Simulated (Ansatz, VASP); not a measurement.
One calculation of Sc4Ta, two programs

```
Sc Ta
1.0
     5.00780    0.00000    0.00000
     0.00000    5.00780    0.00000
     0.00000    0.00000    5.00780
Sc Ta
4 1
Direct
  0.28594 0.28594 0.28594
  0.71406 0.71406 0.28594
  0.28594 0.71406 0.71406
  0.71406 0.28594 0.71406
  0.00000 0.00000 0.00000
```

Change from the starting cell: species swapped into the SnI4 type (P-43m, No. 215).

Alike in both runs: functional PBE; k mesh 8 × 8 × 8; occupations gaussian, width 0.1 eV; no spin polarisation.

Ansatz relaxed the structure, and its values are those at the end. VASP's run is a single point on that final structure, the one shown.

```csv
,VASP,Ansatz
version,VASP 6.6.1,Ansatz 0.2.0
potentials or method,"VASP PAW PBE potentials, release 64 (Sc_sv, Ta_pv), cutoff 520 eV","scalar-relativistic, plane waves, PAW"
valence electrons in the cell,55,57
```

|  | VASP | Ansatz | Ansatz less VASP |
| --- | --- | --- | --- |
| gap on the k mesh at the Fermi level (eV) | none | none | - |
| pressure (GPa) | 0.2 | 0.0 | -0.19 |
| rms of the force components (eV/Å) | 0.025 | 0.002 | -0.0236 |

A gap of «none» marks a metal or a gap that the smearing closes. With one functional, cell and mesh, what is left measures potentials, basis and numerics. VASP's potentials hold 55 valence electrons a cell and Ansatz's 57, so a difference there can come from the potentials and not from the codes.

Neither program's run includes spin-orbit coupling.
